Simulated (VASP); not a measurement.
The system is W3N4.

```
W N
1.0
     4.12200    0.00000    0.00000
     0.00000    4.12200    0.00000
     0.00000    0.00000    4.12200
W N
3 4
Direct
  0.50000 0.50000 0.00000
  0.00000 0.50000 0.50000
  0.50000 0.00000 0.50000
  0.50000 0.50000 0.50000
  0.50000 0.00000 0.00000
  0.00000 0.50000 0.00000
  0.00000 0.00000 0.50000
```

| Quantity | Value |
| --- | --- |
| Program | VASP 6.6.1 |
| Task | relaxation of cell and atoms |
| Functional | PBE |
| Potentials or basis | VASP PAW PBE potentials, release 64 (W_sv, N) |
| Cutoff | 600 eV |
| k mesh | 10 × 10 × 10 |
| Occupations | gaussian, width 0.1 eV |
| Spin | no spin polarisation |

At the start: pressure 28.8 GPa; volume 10.01 Å³/atom.

Problem. How do energy, volume and symmetry change on relaxing?

Solution. Over 16 steps the energy falls by 61.7 meV/atom and the volume is 10.74 Å³/atom (+7.3 %); space group Pm-3m (No. 221, to 0.1 Å) before and after.

The path:
| step | energy change (eV) | largest force (eV/Å) | pressure (GPa) | volume (Å³) |
| --- | --- | --- | --- | --- |
| 1 | 0.0000 | 0.0000 | 28.76 | 70.04 |
| 2 | 1.7961 | 0.0000 | -41.15 | 89.87 |
| 3 | -0.4301 | 0.0000 | -1.64 | 75.54 |
| 4 | -0.4320 | 0.0000 | -0.20 | 75.21 |
| 5 | -0.4320 | 0.0000 | 0.30 | 75.11 |
| 6 | -0.4320 | 0.0000 | 0.31 | 75.11 |
| 7 | -0.4320 | 0.0000 | 0.29 | 75.12 |
| 8 | -0.4320 | 0.0000 | 0.26 | 75.12 |
| 9 | -0.4320 | 0.0000 | 0.26 | 75.12 |
| 10 | -0.4320 | 0.0000 | 0.26 | 75.12 |
| 11 | -0.4320 | 0.0000 | 0.26 | 75.12 |
| 12 | -0.4320 | 0.0000 | 0.26 | 75.12 |
| 13 | -0.4320 | 0.0000 | 0.26 | 75.12 |
| 14 | -0.4320 | 0.0000 | 0.26 | 75.12 |
| 15 | -0.4320 | 0.0000 | 0.20 | 75.13 |
| 16 | -0.4320 | 0.0000 | 0.14 | 75.15 |

Final structure:
```
W N
1.0
     4.21991    0.00000    0.00000
     0.00000    4.21991    0.00000
     0.00000    0.00000    4.21991
W N
3 4
Direct
  0.50000 0.50000 0.00000
  0.00000 0.50000 0.50000
  0.50000 0.00000 0.50000
  0.50000 0.50000 0.50000
  0.50000 0.00000 0.00000
  0.00000 0.50000 0.00000
  0.00000 0.00000 0.50000
```
